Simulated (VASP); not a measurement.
Runs of VASP 6.6.1 on LiF. The structure is that of space group Pm-3m (No. 221), or close to it. The cells are those of the table. 

```tsv
cell	gap on the mesh (eV)
a = 2.457, b = 2.457, c = 2.355 Å, 2 atoms	10.05
a = 2.457, b = 2.457, c = 2.560 Å, 2 atoms	9.29
a = 2.457 Å, 2 atoms	(b)
a = 2.355, b = 2.355, c = 2.457 Å, 2 atoms	10.65
a = 2.355 Å, 2 atoms	11.34
a = 2.764 Å, 2 atoms	6.97
a = 2.662 Å, 2 atoms	(a)
a = 2.560, b = 2.560, c = 2.355 Å, 2 atoms	8.87
```

Alike in all rows: task single point; level r2SCAN; potentials or basis VASP PAW PBE potentials, release 64 (Li_sv, F); no spin polarisation; k mesh 10 × 10 × 10; cutoff (eV) 520; smearing gaussian 0.05 eV.

Fill in the values left out.

(a) 7.74; (b) 9.86.

A k mesh can miss the band edges.
